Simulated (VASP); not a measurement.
Runs of VASP 6.6.1 on Ir. The structure is that of space group P6_3/mmc (No. 194), or close to it. The cells are those of the table. 

| task | cell | cutoff (eV) | gap on the mesh (eV) | pressure (GPa) |
| --- | --- | --- | --- | --- |
| single point | a = 2.701, b = 2.701, c = 4.382 Å, angles 90.0, 90.0, 120.0°, 2 atoms | 520 | none | 20.8 |
| relaxation of cell and atoms | relaxed from a = 2.710, b = 2.710, c = 4.425 Å, angles 90.0, 90.0, 120.0°, 2 atoms | 600 | none | 0.0 |
| single point | a = 2.749, b = 2.749, c = 4.453 Å, angles 90.0, 90.0, 120.0°, 2 atoms | 520 | none | 0.5 |
| single point | a = 2.632, b = 2.632, c = 4.278 Å, angles 90.0, 90.0, 120.0°, 2 atoms | 520 | none | (a) |
| relaxation of cell and atoms | relaxed to 40 GPa from a = 2.710, b = 2.710, c = 4.425 Å, angles 90.0, 90.0, 120.0°, 2 atoms | 600 | none | 40.0 |

Alike in all rows: level PBE; potentials or basis VASP PAW PBE potentials, release 64 (Ir); no spin polarisation; k mesh 11 × 11 × 6; smearing fermi-dirac 0.05 eV.

Problem. Fill in the values left out.

Solution. (a) 61.5.

Caveats: spin-orbit coupling is left out, which moves the levels of the heavy elements; the cell is relaxed towards a set pressure, so the enthalpy falls and the energy may rise (some runs).

A k mesh can miss the band edges, and the runs leave out spin-orbit coupling on Ir.

A gap of «none» marks levels without a gap at the run's occupations.
